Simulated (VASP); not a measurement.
Wanted: the native input for a VASP 6.6.1 run.

| Property | Result |
| --- | --- |
| Task | single point |
| Functional | LDA |
| Potentials or basis | VASP PAW LDA potentials, release 64 (Ge_d) |
| Cutoff | 520 eV |
| k mesh | 6 × 6 × 6 |
| Occupations | gaussian, width 0.05 eV |
| Spin | no spin polarisation |
| Dipole correction | no |
| Further INCAR settings | ALGO = Normal; EDIFF = 1e-06; NBANDS = 36 |

The structure of Ge lies in POSCAR:

```
Ge
1.0
    0.0000000000      2.8857400000      5.1156650000
    2.6304970000      0.0000000000      5.1156650000
    2.6304970000      2.8857400000      0.0000000000
Ge
4
Direct
    0.7264900000      0.2735100000      0.7264900000
    0.2735100000      0.7264900000      0.2735100000
    0.2181330000      0.2181330000      0.7818670000
    0.7818670000      0.7818670000      0.2181330000
```

The input as run:

INCAR

```
SYSTEM = Ge
PREC     = Accurate       ! precision mode
ENCUT    = 520            ! plane-wave cutoff, eV
EDIFF    = 1E-6           ! SCF threshold, eV
ISMEAR   = 0              ! smearing method
SIGMA    = 0.05           ! smearing width, eV
LREAL    = .False.        ! projectors in reciprocal space
LASPH    = .True.         ! aspherical terms in the spheres
NELM     = 100            ! most SCF steps
ALGO     = Normal         ! electronic algorithm
ISIF     = 2              ! what is computed and relaxed
LWAVE    = .False.        ! write WAVECAR
LCHARG   = .True.         ! write CHGCAR
LELF     = .True.         ! ELF
LVHAR    = .True.       
NBANDS   = 36             ! bands
```

KPOINTS

```
regular mesh
0
Gamma
  6 6 6
  0 0 0
```

Potentials or basis: VASP PAW LDA potentials, release 64 (Ge_d).

The run is started by

```bash
$ cat potpaw_LDA.64/Ge_d/POTCAR > POTCAR
$ mpirun -np 1 vasp_std > vasp.out
```

Results of the run:

| Quantity | Value |
| --- | --- |
| Pressure | -5.0 GPa |
| Largest force | 0.042 eV/Å |
| Band gap on the k mesh | zero (band 28 reaches 7.44 eV, above the bottom of band 29 at 4.22 eV) |

It took 100 s on 1 thread of AMD EPYC 9R45 96-Core Processor (Zen 5) (shared host), peak memory 0.22 GiB.
